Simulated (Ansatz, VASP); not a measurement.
Two plane-wave programs on CsMn2

File INCAR:

```
SYSTEM = CsMn2
  PREC = Accurate
  ENCUT = 520
  EDIFF = 1E-6
  ISMEAR = 0
  SIGMA = 0.1
  LREAL = .False.
  LASPH = .True.
  NELM = 150
  ALGO = Normal
  ISIF = 2
  LWAVE = .False.
  LCHARG = .True.
  ISPIN = 2
  MAGMOM = 0 -4 4
  LORBIT = 11
  LMAXMIX = 4
  GGA = PE
  LELF = .True.
  LVHAR = .True.
  NBANDS = 28
```

Contents of KPOINTS:

```
regular mesh
0
Gamma
  6 6 2
  0 0 0
```

File POSCAR:

```
CsMn2
1.0
    4.3054402700      0.0000000000      0.0000000000
   -2.1527201300      3.7286206500      0.0000000000
    0.0000000000      0.0000000000      9.2249503300
Cs Mn
1 2
Direct
    0.0000000000      0.0000000000      0.5000000000
    0.3333333300      0.6666666700      0.8716528500
    0.6666666700      0.3333333300      0.1283471500
```

Input for Ansatz:

```yaml
crystal:
  lattice:
    - [4.30544027, 0.0, 0.0]
    - [-2.15272013, 3.72862065, 0.0]
    - [0.0, 0.0, 9.22495033]
  atoms:
    - { symbol: Cs, position: [0.0, 0.0, 0.5] }
    - { symbol: Mn, position: [0.33333333, 0.66666667, 0.87165285], spin: -4.0 }
    - { symbol: Mn, position: [0.66666667, 0.33333333, 0.12834715], spin: 4.0 }
basis:
  ecutwfc: 420
kpoints:
  mp_grid: { grid: [6, 6, 2] }
hamiltonian:
  xc: pbe
scf:
  occupations: { method: gaussian, width: 0.1 }
  lower_state_search: "off"
output:
  forces: true
  stress: true
  eigenvalues: true
  populations: true
magnetization:
  spin_polarized: true
```

Alike in both runs: task single point; functional PBE; k mesh 6 × 6 × 2; occupations gaussian, width 0.1 eV; collinear spin.

|  | VASP | Ansatz |
| --- | --- | --- |
| version | VASP 6.6.1 | Ansatz 0.2.0 |
| potentials or method | VASP PAW PBE potentials, release 64 (Cs_sv, Mn_pv), cutoff 520 eV | scalar-relativistic, plane waves, PAW |
| valence electrons in the cell | 35 | 39 |

|  | VASP | Ansatz | Ansatz less VASP |
| --- | --- | --- | --- |
| gap on the k mesh at the Fermi level (eV) | none | none | - |
| pressure (GPa) | -2.9 | -2.9 | -0.02 |
| traceless stress, the component that is largest in VASP (GPa) | -0.75 | -0.77 | -0.016 |
| rms of the force components (eV/Å) | 0.359 | 0.361 | +0.0017 |
| net moment per atom (μB) | 0.00 | 0.00 | 0.000 |
| size of the moment on the site where the two differ most (μB) | 4.42 | 4.71 | +0.292 |

Site moments also hang on the region over which each program counts them. Atom by atom the forces differ by 0.002 eV/Å (rms over components). A gap of «none» marks a metal or a gap that the smearing closes. With one functional, cell and mesh, what is left measures potentials, basis and numerics. VASP's potentials hold 35 valence electrons a cell and Ansatz's 39, so a difference there can come from the potentials and not from the codes.

Spin-orbit coupling is off throughout.
